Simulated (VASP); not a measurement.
HfAl2N3:

```xyz
12
Lattice="3.3142 0.0000 0.0000 -1.6571 2.8701 0.0000 0.0000 0.0000 17.1850" Properties=species:S:1:pos:R:3 pbc="T T T"
Hf    1.6571    0.9567    4.2962
Hf    0.0000    1.9134   12.8887
Al    1.6571    0.9567   10.0246
Al    1.6571    0.9567   15.7529
Al    0.0000    1.9134    1.4321
Al    0.0000    1.9134    7.1604
N     0.0000    0.0000    0.0000
N     0.0000    0.0000    5.7283
N     0.0000    0.0000   11.4566
N     0.0000    0.0000    2.8642
N     0.0000    0.0000    8.5925
N     0.0000    0.0000   14.3208
```

```yaml
Program: VASP 6.6.1
Task: relaxation of cell and atoms
Functional: PBE
Potentials_or_basis: VASP PAW PBE potentials, release 64 (Hf_pv, Al, N)
Cutoff: 600 eV
k_mesh: 6 × 6 × 1
Occupations: gaussian, width 0.1 eV
Spin: no spin polarisation
```

At the start: pressure -34.9 GPa; volume 13.62 Å³/atom.

Problem. How do energy, volume and symmetry change on relaxing?

Solution. Over 9 steps the energy falls by 540.3 meV/atom and the volume is 9.97 Å³/atom (-26.8 %); space group P6_3/mmc (No. 194, to 0.05 Å).

The path:
| step | energy change (eV) | largest force (eV/Å) | pressure (GPa) | volume (Å³) |
| --- | --- | --- | --- | --- |
| 1 | 0.0000 | 0.5148 | -34.85 | 163.47 |
| 2 | -3.1120 | 4.4702 | 54.54 | 102.88 |
| 3 | -5.9154 | 2.2606 | -1.15 | 122.62 |
| 4 | -5.9186 | 2.3221 | 0.17 | 121.88 |
| 5 | -6.4520 | 0.4087 | 2.20 | 118.78 |
| 6 | -6.4551 | 0.4253 | 2.48 | 118.53 |
| 7 | -6.4700 | 0.0963 | -2.39 | 120.87 |
| 8 | -6.4822 | 0.1081 | -0.49 | 119.92 |
| 9 | -6.4835 | 0.0389 | 0.14 | 119.58 |

Final structure:
```yaml
crystal:
  lattice:
    - [2.96189, 0.00000, 0.00000]
    - [-1.48095, 2.56507, 0.00000]
    - [0.00000, 0.00000, 15.73960]
  atoms:
    - { symbol: Hf, position: [0.66667, 0.33333, 0.25000] }
    - { symbol: Hf, position: [0.33333, 0.66667, 0.75000] }
    - { symbol: Al, position: [0.66667, 0.33333, 0.58029] }
    - { symbol: Al, position: [0.66667, 0.33333, 0.91971] }
    - { symbol: Al, position: [0.33333, 0.66667, 0.08029] }
    - { symbol: Al, position: [0.33333, 0.66667, 0.41971] }
    - { symbol: N, position: [0.00000, 0.00000, 0.00000] }
    - { symbol: N, position: [0.00000, 0.00000, 0.34099] }
    - { symbol: N, position: [0.00000, 0.00000, 0.65901] }
    - { symbol: N, position: [0.00000, 0.00000, 0.15901] }
    - { symbol: N, position: [0.00000, 0.00000, 0.50000] }
    - { symbol: N, position: [0.00000, 0.00000, 0.84099] }
```

Caveat: the k points lie up to 0.41 Å⁻¹ apart in the final cell; the volume moved by over 15 % at a fixed basis, so the end points are rough.
